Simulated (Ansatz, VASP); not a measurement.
Si in VASP and in Ansatz

INCAR

```
SYSTEM = Si
PREC     = Accurate       ! precision mode
ENCUT    = 600            ! plane-wave cutoff, eV
EDIFF    = 1E-7           ! SCF threshold, eV
ISMEAR   = 0              ! smearing method
SIGMA    = 0.02           ! smearing width, eV
LREAL    = .False.        ! projectors in reciprocal space
LASPH    = .True.         ! aspherical terms in the spheres
NELM     = 60             ! most SCF steps
ALGO     = Normal         ! electronic algorithm
ISIF     = 3              ! what is computed and relaxed
LWAVE    = .False.        ! write WAVECAR
LCHARG   = .False.        ! write CHGCAR
GGA      = PE             ! functional
IBRION   = 2              ! ionic algorithm
NSW      = 100            ! ionic steps
EDIFFG   = -0.002         ! ionic threshold
```

Contents of KPOINTS:

```
Automatic mesh
0
Gamma
  8 8 8
  0 0 0
```

File POSCAR:

```
Si
1.0
    0.0000000000      2.7185000000      2.7185000000
    2.7185000000      0.0000000000      2.7185000000
    2.7185000000      2.7185000000      0.0000000000
Si
2
Direct
    0.5000000000      0.5000000000      0.5000000000
    0.7500000000      0.7500000000      0.7500000000
```

Input for Ansatz:

```yaml
crystal:
  lattice:
    - [0.0, 2.7185, 2.7185]
    - [2.7185, 0.0, 2.7185]
    - [2.7185, 2.7185, 0.0]
  atoms:
    - { symbol: Si, position: [0.5, 0.5, 0.5] }
    - { symbol: Si, position: [0.75, 0.75, 0.75] }
basis:
  ecutwfc: 420
kpoints:
  mp_grid: { grid: [8, 8, 8] }
hamiltonian:
  xc: pbe
  pseudopotentials: { kind: paw, azcp: { folder: soft_1 } }
scf:
  occupations: { method: gaussian, width: 0.02 }
output:
  forces: true
  stress: true
  eigenvalues: true
  write_density: true
  write_potential: true
  elf: true
  volumetric_format: npy
relax:
  adjacent_minimum: "off"
  f_tol: 0.002
  max_steps: 80
  cell: { stress_tol: 0.02 }
```

Alike in both runs: task relaxation of cell and atoms; functional PBE; k mesh 8 × 8 × 8; occupations gaussian, width 0.02 eV; no spin polarisation.

|  | VASP | Ansatz |
| --- | --- | --- |
| version | VASP 6.6.1 | Ansatz 0.2.0 |
| potentials or method | VASP PAW PBE potentials, release 64 (Si), cutoff 600 eV | scalar-relativistic, plane waves, PAW |
| valence electrons in the cell | 8 | 8 |

```tsv
	VASP	Ansatz	Ansatz less VASP
gap on the k mesh at the Fermi level, each at its own relaxed structure (eV)	0.65	0.65	-0.001
relaxed volume (Å³/atom)	20.44	20.46	+0.011
relaxed cell length with the largest relative difference (Å)	3.867	3.868	+0.0007
```
